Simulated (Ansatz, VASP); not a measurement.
C: VASP beside Ansatz

```xyz
2
Lattice="2.1273 -1.2283 0.0000 2.1273 1.2283 0.0000 -1.3791 0.0000 3.5028" Properties=species:S:1:pos:R:3 pbc="T T T"
C     3.5455    0.0000    0.0003
C    -0.6699    0.0000    3.5025
```

Alike in both runs: task single point; functional BLYP; k mesh 14 × 14 × 9; occupations fermi-dirac, width 0.15 eV; no spin polarisation.

|  | VASP | Ansatz |
| --- | --- | --- |
| version | VASP 6.6.1 | Ansatz 0.2.0 |
| potentials or method | VASP PAW PBE potentials, release 64 (C), cutoff 520 eV | plane waves, PAW |
| valence electrons in the cell | 8 | 8 |

```csv
,VASP,Ansatz,Ansatz less VASP
pressure (GPa),6.7,6.4,-0.32
"traceless stress, the component that is largest in VASP (GPa)",-3.26,-2.80,+0.451
```

VASP's potentials were made for PBE, not for BLYP.
